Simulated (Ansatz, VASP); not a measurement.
## HfO2: VASP beside Ansatz

File INCAR:

```
SYSTEM = HfO2
PREC = Accurate ; ENCUT = 520
EDIFF = 1E-7 ; ISMEAR = 0
SIGMA = 0.01 ; LREAL = .FALSE.
LASPH = .TRUE. ; NELM = 100
ALGO = Normal ; ISIF = 2
LWAVE = .FALSE. ; LCHARG = .TRUE.
GGA = PE ; IVDW = 12
LELF = .TRUE. ; LVHAR = .TRUE.
NBANDS = 31
```

File KPOINTS:

```
Automatic mesh
0
G
  6 6 4
  0 0 0
```

Contents of POSCAR:

```
HfO2
1.0
    3.6728732964      0.0000000000      0.0000000000
    0.0000000000      3.6728732964      0.0000000000
    0.0000000000      0.0000000000      5.3388082379
Hf O
2 4
Direct
    0.5000000000      0.5000000000      0.5000000000
    0.0000000000      0.0000000000      0.0000000000
    0.0000000000      0.5000000000      0.6972100000
    0.5000000000      0.0000000000      0.8027900000
    0.5000000000      0.0000000000      0.3027900000
    0.0000000000      0.5000000000      0.1972100000
```

Input for Ansatz:

```yaml
crystal:
  lattice:
    - [3.6728732963960637, 0.0, 0.0]
    - [0.0, 3.6728732963960637, 0.0]
    - [0.0, 0.0, 5.338808237924167]
  atoms:
    - { symbol: Hf, position: [0.5, 0.5, 0.5] }
    - { symbol: Hf, position: [0.0, 0.0, 0.0] }
    - { symbol: O, position: [0.0, 0.5, 0.69721] }
    - { symbol: O, position: [0.5, 0.0, 0.80279] }
    - { symbol: O, position: [0.5, 0.0, 0.30279] }
    - { symbol: O, position: [0.0, 0.5, 0.19721] }
basis:
  ecutwfc: 500.0
kpoints:
  mp_grid:
    grid: [6, 6, 4]
hamiltonian:
  xc: pbe
  dispersion: d3bj
  pseudopotentials:
    kind: paw
scf:
  occupations:
    method: fixed
output:
  stress: true
```

Alike in both runs: task single point; functional PBE; dispersion D3(BJ); k mesh 6 × 6 × 4; no spin polarisation.

|  | VASP | Ansatz |
| --- | --- | --- |
| version | VASP 6.6.1 | Ansatz 0.2.0 |
| potentials or method | VASP PAW PBE potentials, release 64 (Hf_pv, O), cutoff 520 eV | plane waves, PAW |
| occupations | gaussian, width 0.01 eV | fixed |
| valence electrons in the cell | 44 | 76 |

Ansatz gave:

* pressure (GPa): -15.0
* traceless stress, the component that is largest in VASP (GPa): 1.28

Q: What did VASP give for the same quantities?

A: Pressure (GPa): -17.8; traceless stress, the component that is largest in VASP (GPa): 1.40.

VASP's potentials hold 44 valence electrons a cell and Ansatz's 76, so a difference there can come from the potentials and not from the codes.

Neither program's run includes spin-orbit coupling.
